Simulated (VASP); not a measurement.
Runs of VASP 6.6.1 on BiO5. The structure is that of space group P-6m2 (No. 187), or close to it. The cells are those of the table. 

```csv
task,cell,k mesh,cutoff (eV),gap on the mesh (eV),pressure (GPa),largest force (eV/Å)
single point,"a = 2.911, b = 2.911, c = 13.872 Å, angles 90.0, 90.0, 120.0°, 6 atoms",6 × 6 × 2,520,none,-6.2,1.75
single point,"a = 3.448, b = 3.448, c = 10.909 Å, angles 90.0, 90.0, 120.0°, 6 atoms",12 × 12 × 4,520,none,0.5,(a)
single point,"a = 3.440, b = 3.440, c = 10.926 Å, angles 90.0, 90.0, 120.0°, 6 atoms",6 × 6 × 2,520,none,0.5,0.84
relaxation of cell and atoms,"relaxed from a = 2.911, b = 2.911, c = 13.872 Å, angles 90.0, 90.0, 120.0°, 6 atoms",6 × 6 × 2,600,none,0.2,0.02
```

Alike in all rows: level PBE; potentials or basis VASP PAW PBE potentials, release 64 (Bi_d, O); no spin polarisation; smearing gaussian 0.1 eV.

Problem. Fill in the values left out.

Solution. (a) 0.90.

Caveats: some runs use coarse meshes; spin-orbit coupling is left out, which moves the levels of the heavy elements; an odd number of electrons without spin polarisation forces a metal; a magnetic or distorted state may lie lower; the standard files for N, O and F lose accuracy on very short bonds (some runs).

A k mesh can miss the band edges, and the runs leave out spin-orbit coupling on Bi.

A gap of «none» marks levels without a gap at the run's occupations.
